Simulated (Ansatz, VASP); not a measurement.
## ZnS in VASP and in Ansatz

File INCAR:

```
SYSTEM = ZnS
ALGO     = Normal         ! electronic algorithm
EDIFF    = 1E-6           ! SCF threshold, eV
ENCUT    = 520            ! plane-wave cutoff, eV
GGA      = PE             ! functional
ISIF     = 2              ! what is computed and relaxed
ISMEAR   = -1             ! smearing method
LASPH    = .TRUE.         ! aspherical terms in the spheres
LCHARG   = .FALSE.        ! write CHGCAR
LREAL    = .FALSE.        ! projectors in reciprocal space
LWAVE    = .FALSE.        ! write WAVECAR
NBANDS   = 26             ! bands
NELM     = 80             ! most SCF steps
PREC     = Accurate       ! precision mode
SIGMA    = 0.02           ! smearing width, eV
```

File KPOINTS:

```
k-points
0
G
  12 12 4
  0 0 0
```

Contents of POSCAR:

```
ZnS
1.0
    3.7864230623      0.0000000000      0.0000000000
   -1.8932115312      3.2956166447      0.0000000000
    0.0000000000      0.0000000000      6.2439931235
Zn S
2 2
Direct
    0.3333825288      0.6667650577      0.0006191035
    0.6666174712      0.3332349423      0.5006191035
    0.3339667580      0.6679335159      0.3743808965
    0.6660332420      0.3320664841      0.8743808965
```

Input for Ansatz:

```yaml
crystal:
  lattice:
    - [3.7864230623, 0.0, 0.0]
    - [-1.8932115312, 3.2956166447, 0.0]
    - [0.0, 0.0, 6.2439931235]
  atoms:
    - { symbol: Zn, position: [0.3333825288, 0.6667650577, 0.0006191035] }
    - { symbol: Zn, position: [0.6666174712, 0.3332349423, 0.5006191035] }
    - { symbol: S, position: [0.333966758, 0.6679335159, 0.3743808965] }
    - { symbol: S, position: [0.666033242, 0.3320664841, 0.8743808965] }
kpoints:
  mp_grid: { grid: [12, 12, 4] }
  band_path:
    path:
      - [0.0, 0.0, 0.0]
      - [0.5, 0.0, 0.0]
      - [0.3333333333, 0.3333333333, 0.0]
      - [0.0, 0.0, 0.5]
      - [0.5, 0.0, 0.5]
      - [0.3333333333, 0.3333333333, 0.5]
    npoints: 1
hamiltonian:
  xc: pbe
scf:
  occupations: { method: fermi_dirac, width: 0.02 }
  n_extra_bands: 5
output:
  forces: true
  stress: true
  eigenvalues: true
```

Change from the starting cell: uniaxial_x strain -0.5%.

Alike in both runs: task single point; functional PBE; k mesh 12 × 12 × 4; occupations fermi-dirac, width 0.02 eV; no spin polarisation.

|  | VASP | Ansatz |
| --- | --- | --- |
| version | VASP 6.6.1 | Ansatz 0.2.0 |
| potentials or method | VASP PAW PBE potentials, release 64 (Zn, S) | plane waves, PAW |
| plane-wave cutoff (eV) | 520 | 420 |
| valence electrons in the cell | 36 | 36 |

```csv
,VASP,Ansatz,Ansatz less VASP
gap on the k mesh at the Fermi level (eV),2.22,2.22,-0.005
pressure (GPa),2.8,2.7,-0.17
"traceless stress, the component that is largest in VASP (GPa)",0.23,0.23,+0.003
```
